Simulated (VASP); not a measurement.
**MnO2: single point with BLYP+D4**

Crystal: MnO2.

```
Mn O
1.0
     2.88774    0.00000    0.00000
    -1.44387    2.50086    0.00000
     0.00000    0.00000    4.34763
Mn O
1 2
Cartesian
  0.0000 0.0000 2.1738
  0.0000 1.6672 3.1262
  1.4439 0.8336 1.2214
```

| Property | Result |
| --- | --- |
| Program | VASP 6.6.1 |
| Task | single point |
| Functional | BLYP |
| Dispersion | D4 |
| Potentials or basis | VASP PAW PBE potentials, release 64 (Mn_pv, O) |
| Cutoff | 520 eV |
| k mesh | 11 × 11 × 6 |
| Occupations | fermi-dirac, width 0.05 eV |
| Spin | collinear spin, ferromagnetic start |
| Starting moments | [4.0, 0.0, 0.0] μB |
| Dipole correction | no |
| Further INCAR settings | ALGO = Normal; EDIFF = 1e-06; NBANDS = 24 |

```yaml
Pressure: 1.0 GPa
Largest_force: 0.093 eV/Å
Band_gap_on_the_k_mesh: 0.70 eV, indirect (least direct gap 0.76 eV)
Net_moment: 3.00 μB per cell
Site_moments: Mn +2.81; O +0.06 μB
Valence_electrons_inside_the_program's_atomic_spheres: Mn 11.68; O 4.99
Dispersion_energy_per_atom: -0.352 eV
```

Forces on the atoms (eV/Å):
```
Mn   0.000  0.000  0.000
O    0.000  0.000  0.093
O    0.000  0.000 -0.093
```

Stress tensor (GPa, compression positive):
```
1.31 0.00 0.00
0.00 1.31 0.00
0.00 0.00 0.51
```

Levels at points of the mesh, in eV from the valence-band top:
Spin up:
| k point | band 11 | band 12 | band 13 | band 14 | band 15 | band 16 | band 17 | band 18 |
| --- | --- | --- | --- | --- | --- | --- | --- | --- |
| (0.00, 0.00, 0.00) | -1.37 | -1.37 | -0.86 | -0.46 | 2.73 | 2.73 | 7.39 | 10.60 |
| (0.00, 0.00, 0.50) | -2.39 | -1.46 | -1.46 | -0.06 | 2.83 | 2.83 | 9.60 | 9.74 |
Spin down:
```tsv
k point	band 8	band 9	band 10	band 11	band 12	band 13	band 14	band 15
(0.00, 0.00, 0.00)	-4.91	-1.30	-1.30	-0.65	0.71	0.71	2.23	3.97
(0.00, 0.00, 0.50)	-4.16	-2.42	-1.39	-1.39	0.70	0.70	2.38	4.07
```

Wall time 72 s on 1 thread of AMD EPYC 9R45 96-Core Processor (Zen 5) (shared host), peak memory 0.19 GiB.

Caveat: the PAW data sets were made with another functional, which shifts forces and pressure a little; a cell with one magnetic atom can't hold antiferromagnetic order, which such compounds often take. A k mesh can miss the band edges.
